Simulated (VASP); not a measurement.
# PbS in VASP: single point with PBE

Aim: the single point of PbS with PBE.

All numbers are computed with VASP 6.6.1; they aren't measurements. Logs are shortened: lines on timing, memory, paths and dates and some standing lists are left out, and cuts for length are marked.

## Step 1: The cell of the first run

The cell holds a slab with vacuum, 16 atoms: a = 8.498 Å, b = 6.009 Å, c = 22.374 Å, α = 90.00°, β = 90.00°, γ = 90.00°.

## Step 2: Single point, PBE

File INCAR:

```
ALGO = Normal ; DIPOL = 0.5 0.5 0.505
EDIFF = 1E-7 ; ENCUT = 520
GGA = PE ; IDIPOL = 3
ISIF = 2 ; ISMEAR = 0
LASPH = T ; LCHARG = F
LDIPOL = T ; LREAL = Auto
LWAVE = F ; NBANDS = 94
NELM = 80 ; PREC = Accurate
SIGMA = 0.05
```

File KPOINTS:

```
k-points
0
Gamma
  2 3 1
```

File POSCAR:

```
PbS
1.0
    8.4980431765      0.0000000000      0.0000000000
    0.0000000000      6.0090239569      0.0000000000
    0.0000000000      0.0000000000     22.3735323824
Pb S
8 8
Direct
    0.2500000000      0.5000000000      0.3575653528
    0.7500000000      0.5000000000      0.3575653528
    0.5000000000      0.0000000000      0.4525217843
    0.0000000000      0.0000000000      0.4525217843
    0.7500000000      0.5000000000      0.5633823978
    0.2500000000      0.5000000000      0.5633823978
    0.0000000000      0.0000000000      0.6451399036
    0.5000000000      0.0000000000      0.6451399036
    0.2500000000      0.0000000000      0.3575653528
    0.7500000000      0.0000000000      0.3575653528
    0.5000000000      0.5000000000      0.4525217843
    0.0000000000      0.5000000000      0.4525217843
    0.7500000000      0.0000000000      0.5648075266
    0.2500000000      0.0000000000      0.5648075266
    0.0000000000      0.5000000000      0.6448016133
    0.5000000000      0.5000000000      0.6448016133
```

Potentials or basis: VASP PAW PBE potentials, release 64 (Pb_d, S).

Launch:

```sh
$ cat potpaw_PBE.64/Pb_d/POTCAR potpaw_PBE.64/S/POTCAR > POTCAR
$ mpirun -np 1 vasp_std > vasp.out
```

OUTCAR:

```text
EDIFF = 1E-7
   ENCUT = 520
   GGA = PE
   ISIF = 2
   ISMEAR = 0
   LASPH = T
   LREAL = Auto
   NELM = 80
   PREC = Accurate

 ion  position               nearest neighbor table
   1  0.250  0.500  0.358-   9 3.00   9 3.00  12 3.00  11 3.00
   2  0.750  0.500  0.358-  10 3.00  10 3.00  12 3.00  11 3.00
   3  0.500  0.000  0.453-  11 3.00  11 3.00   9 3.00  10 3.00  14 3.29  13 3.29
   4  0.000  0.000  0.453-  12 3.00  12 3.00   9 3.00  10 3.00  14 3.29  13 3.29
   5  0.750  0.500  0.563-  15 2.80  16 2.80  13 3.00  13 3.00  11 3.27  12 3.27   7 4.11   7 4.11
                             8 4.11   8 4.11
   6  0.250  0.500  0.563-  15 2.80  16 2.80  14 3.00  14 3.00  11 3.27  12 3.27   7 4.11   7 4.11
                             8 4.11   8 4.11
   7  0.000  0.000  0.645-  13 2.78  14 2.78  15 3.00  15 3.00   5 4.11   5 4.11   6 4.11   6 4.11

   8  0.500  0.000  0.645-  13 2.78  14 2.78  16 3.00  16 3.00   5 4.11   5 4.11   6 4.11   6 4.11
[... 15 lines left out ...]
  Lattice vectors:

 A1 = (   0.0000000000,  -6.0090239569,   0.0000000000)
 A2 = (   8.4980431765,   0.0000000000,   0.0000000000)
 A3 = (   0.0000000000,   0.0000000000,  22.3735323824)

Analysis of symmetry for initial positions (statically):
=====================================================================
 Subroutine PRICEL returns following result:

  LATTYP: Found a simple orthorhombic cell.
 ALAT       =     4.2490215883
 B/A-ratio  =     1.4142135624
 C/A-ratio  =     5.2655727719

  Lattice vectors:

 A1 = (   4.2490215883,   0.0000000000,   0.0000000000)
 A2 = (   0.0000000000,   6.0090239569,   0.0000000000)
 A3 = (   0.0000000000,   0.0000000000,  22.3735323824)

   2 primitive cells build up your supercell.

 Routine SETGRP: Setting up the symmetry group for a
 simple orthorhombic supercell.

 Subroutine GETGRP returns: Found  4 space group operations
 (whereof  4 operations were pure point group operations)
 out of a pool of  8 trial point group operations.

The static configuration has the point symmetry C_2v.

Analysis of symmetry for dynamics (positions and initial velocities):
=====================================================================
 Subroutine PRICEL returns following result:

  LATTYP: Found a simple orthorhombic cell.
 ALAT       =     4.2490215883
 B/A-ratio  =     1.4142135624
 C/A-ratio  =     5.2655727719

  Lattice vectors:

 A1 = (   4.2490215883,   0.0000000000,   0.0000000000)
 A2 = (   0.0000000000,   6.0090239569,   0.0000000000)
 A3 = (   0.0000000000,   0.0000000000,  22.3735323824)

   2 primitive cells build up your supercell.

 Routine SETGRP: Setting up the symmetry group for a
 simple orthorhombic supercell.

 Subroutine GETGRP returns: Found  4 space group operations
 (whereof  4 operations were pure point group operations)
 out of a pool of  8 trial point group operations.

The dynamic configuration has the point symmetry C_2v.

 Subroutine INISYM returns: Found  4 space group operations
 (whereof  4 operations are pure point group operations),
 and found     2 'primitive' translations

----------------------------------------------------------------------------------------

                                     Primitive cell

  volume of cell :     571.2516

  direct lattice vectors                    reciprocal lattice vectors
     4.249021588  0.000000000  0.000000000     0.235348298  0.000000000  0.000000000
     0.000000000  6.009023957  0.000000000     0.000000000  0.166416378  0.000000000
     0.000000000  0.000000000 22.373532382     0.000000000  0.000000000  0.044695669

  length of vectors
     4.249021588  6.009023957 22.373532382     0.235348298  0.166416378  0.044695669

  position of ions in fractional coordinates (direct lattice)
     0.500000000  0.500000000  0.357565353
     1.000000000  0.000000000  0.452521784
     0.500000000  0.500000000  0.563382398
     0.000000000  0.000000000  0.645139904
     0.500000000  0.000000000  0.357565353
     1.000000000  0.500000000  0.452521784
     0.500000000  0.000000000  0.564807527
     0.000000000  0.500000000  0.644801613

  ion indices of the primitive-cell ions
   primitive index   ion index
                 1           1
                 2           3
                 3           6
                 4           7
                 5           9
                 6          11
                 7          14
                 8          15

----------------------------------------------------------------------------------------

 KPOINTS: k-points

Automatic generation of k-mesh.
 Grid dimensions read from file:
 generate k-points for:    2    3    1

 Generating k-lattice:

  Cartesian coordinates                     Fractional coordinates (reciprocal lattice)
     0.058837075  0.000000000  0.000000000     0.500000000  0.000000000  0.000000000
     0.000000000  0.055472126  0.000000000     0.000000000  0.333333333  0.000000000
     0.000000000  0.000000000  0.044695669     0.000000000  0.000000000  1.000000000

  Length of vectors
     0.058837075  0.055472126  0.044695669

  Shift w.r.t. Gamma in fractional coordinates (k-lattice)
     0.000000000  0.000000000  0.000000000

 Subroutine IBZKPT returns following result:
 ===========================================

 Found      4 irreducible k-points:

 Following reciprocal coordinates:
            Coordinates               Weight
  0.000000  0.000000  0.000000      1.000000
  0.500000  0.000000  0.000000      1.000000
  0.000000  0.333333  0.000000      2.000000
  0.500000  0.333333  0.000000      2.000000
   k-points           NKPTS =      4   k-points in BZ     NKDIM =      4   number of bands    NBANDS=     94
   number of dos      NEDOS =    301   number of ions     NIONS =     16
   total plane-waves  NPLWV = 516096
   dimension x,y,z NGX =    64 NGY =   48 NGZ =  168
   dimension x,y,z NGXF=   128 NGYF=   96 NGZF=  336
   ions per type =               8   8
   NGX,Y,Z   is equivalent  to a cutoff of  12.52, 13.28, 12.48 a.u.
   NGXF,Y,Z  is equivalent  to a cutoff of  25.04, 26.56, 24.97 a.u.
 SYSTEM =  unknown system
   PREC   = accura    normal or accurate (medium, high low for compatibility)
   ISTART =      0    job   : 0-new  1-cont  2-samecut
   ICHARG =      2    charge: 1-file 2-atom 10-const
   ISPIN  =      1    spin polarized calculation?
   LNONCOLLINEAR =      F non collinear calculations
   LSORBIT =      F    spin-orbit coupling
   LASPH  =      T    aspherical Exc in radial PAW
   ENCUT  =  520.0 eV  38.22 Ry    6.18 a.u.  15.80 11.17 41.60*2*pi/ulx,y,z
   NELM   =     80;   NELMIN=  2; NELMDL= -5     # of ELM steps
   EDIFF  = 0.1E-06   stopping-criterion for ELM
   LREAL  =      T    real-space projection
   EDIFFG = 0.1E-05   stopping-criterion for IOM
   NSW    =      0    number of steps for IOM
   IBRION =     -1    ionic relax: 0-MD 1-quasi-New 2-CG
   NFREE  =      0    steps in history (QN), initial steepest desc. (CG)
   ISIF   =      2    stress and relaxation
   ISYM   =      2    0-nonsym 1-usesym 2-fastsym
   POTIM  = 0.5000    time-step for ionic-motion
   TEBEG  =    0.0;   TEEND  =   0.0 temperature during run
   PSTRESS=    0.0 pullay stress
   NELECT =     160.0000    total number of electrons
   NUPDOWN=      -1.0000    fix difference up-down
   EMIN   =  10.00;   EMAX   =-10.00  energy-range for DOS
   EFERMI =   0.00;   METHOD = LEGACY
   ISMEAR =     0;   SIGMA  =   0.05  broadening in eV -4-tet -1-fermi 0-gaus
   EFERMI_NEDOS =   21; number of points for ismear=-14 and -15
   IALGO  =     38    algorithm
   IMIX   =      4    mixing-type and parameters
     AMIX     =   0.40;   BMIX     =  1.00
     AMIX_MAG =   1.60;   BMIX_MAG =  1.00
  volume/ion in A,a.u.               =      71.41       481.87
  Fermi-wavevector in a.u.,A,eV,Ry     =   0.850150  1.606551  9.833685  0.722755
  Thomas-Fermi vector in A             =   1.966082
   LORBIT       =      0    0 simple, 1 ext, 2 COOP (PROOUT), +10 PAW based schemes
   GGA     = PE    functional components
   LHFCALC =     F    Hartree Fock is set to
   AEXX    =    0.0000 exact exchange contribution
   IVDW    =     0    specifies the selected vdW correction
   LEPSILON=     F    determine dielectric tensor
   LRPA    =     F    only Hartree local field effects (RPA)
 non-spin polarized calculation
 Gauss-broadening in eV      SIGMA  =   0.05
  energy-cutoff  :      520.00
  volume of cell :     1142.50
 maximum number of plane-waves:     30788
 NGX is ok and might be reduce to    64
   NGX = 31   NGY = 23   NGZ = 83

 dipolmoment           0.000000      0.000000     -0.000978 electrons x Angstroem

 number of electron     160.0000037 magnetization

 dipolmoment           0.000000      0.000000      0.001429 electrons x Angstroem

 Free energy of the ion-electron system (eV)
  ---------------------------------------------------
  ext. energy  EPLUGINS =         0.00000000
  ---------------------------------------------------
  free energy    TOTEN  =       -67.97897676 eV

  energy without entropy =      -67.97897676  energy(sigma->0) =      -67.97897676

 E-fermi :  -0.9906     XC(G=0):  -4.2482

 val. band max:       -1.2363046144   @ k =   0.0000   0.3333   0.0000
 cond. band min:       0.1888034533   @ k =   0.0000   0.3333   0.0000
 fundamental gap:      1.4251080677
 Fermi energy:        -0.9906438568

 k-point     1 :       0.0000    0.0000    0.0000
  band No.  band energies     occupation
      1     -17.8493      2.00000
      2     -17.8401      2.00000
      3     -17.8269      2.00000
      4     -17.8198      2.00000
      5     -17.8078      2.00000
      6     -17.7630      2.00000
[... 369 lines left out ...]
     91       1.9332      0.00000
     92       1.9332      0.00000
 [bands above 92 left out]

------------------------ aborting loop because EDIFF is reached ----------------------------------------

 vacuum level on the upper side and lower side of the slab       (xc-potential included)        -0.054        -0.035

  FORCE on cell =-STRESS in cart. coord.  units (eV):
  Direction    XX          YY          ZZ          XY          YZ          ZX
  --------------------------------------------------------------------------------------
  -------------------------------------------------------------------------------------
  Total       -7.0864406     -8.0978300     -8.6674421      0.0000000      0.0000000      0.0000000
  in kB       -9.9375953    -11.3559066    -12.1546962      0.0000000      0.0000000      0.0000000
  external PRESSURE =     -11.1493994 kB  Pullay stress =       0.0000000 kB

 VOLUME and BASIS-vectors are now :
 -----------------------------------------------------------------------------
  energy-cutoff  :      520.00
  volume of cell :     1142.50
      direct lattice vectors                 reciprocal lattice vectors
     8.498043176  0.000000000  0.000000000     0.117674149  0.000000000  0.000000000
     0.000000000  6.009023957  0.000000000     0.000000000  0.166416378  0.000000000
     0.000000000  0.000000000 22.373532382     0.000000000  0.000000000  0.044695669

 POSITION                                       TOTAL-FORCE (eV/Angst)
 -----------------------------------------------------------------------------------
      2.12451      3.00451      8.00000         0.000000     -0.000000      1.112307
      6.37353      3.00451      8.00000        -0.000000      0.000000      1.112307
      4.24902      0.00000     10.12451        -0.000000     -0.000000     -1.034727
      0.00000      0.00000     10.12451         0.000000     -0.000000     -1.034727
      6.37353      3.00451     12.60485        -0.000000      0.000000     -0.000519
      2.12451      3.00451     12.60485         0.000000      0.000000     -0.000519
[... 8 lines left out ...]
      0.00000      3.00451     14.42649         0.000000     -0.000000     -0.000365
      4.24902      3.00451     14.42649         0.000000     -0.000000     -0.000365
 -----------------------------------------------------------------------------------
    total drift:                                0.000000     -0.000000     -0.003771

  FREE ENERGIE OF THE ION-ELECTRON SYSTEM (eV)
  ---------------------------------------------------
  free  energy   TOTEN  =       -67.9789767642 eV

  energy  without entropy=      -67.9789767642  energy(sigma->0) =      -67.97897676

 vacuum level on the upper side and lower side of the slab         3.575         3.594
```

Run time: 16 min. Hardware: 1 thread of Intel Xeon Platinum 8259CL at 2.50GHz (Skylake/Cascade Lake), shared host; peak memory 1.1 GiB.

What came out:

```
Free energy            : -67.9790 eV
Largest force          : 1.112 eV/Å
Band gap on the k mesh : 1.43 eV
```

Forces in eV/Å, atoms in the order of the input:
```
Pb   0.000  0.000  1.112
Pb   0.000  0.000  1.112
Pb   0.000  0.000 -1.035
Pb   0.000  0.000 -1.035
Pb   0.000  0.000 -0.001
Pb   0.000  0.000 -0.001
Pb   0.000  0.000 -0.002
Pb   0.000  0.000 -0.002
S    0.000  0.000  0.894
S    0.000  0.000  0.894
S    0.000  0.000 -0.966
S    0.000  0.000 -0.966
S    0.000  0.000 -0.003
S    0.000  0.000 -0.003
S    0.000  0.000  0.000
S    0.000  0.000  0.000
```

Caveat: spin-orbit coupling is left out, which moves the levels of the heavy elements.
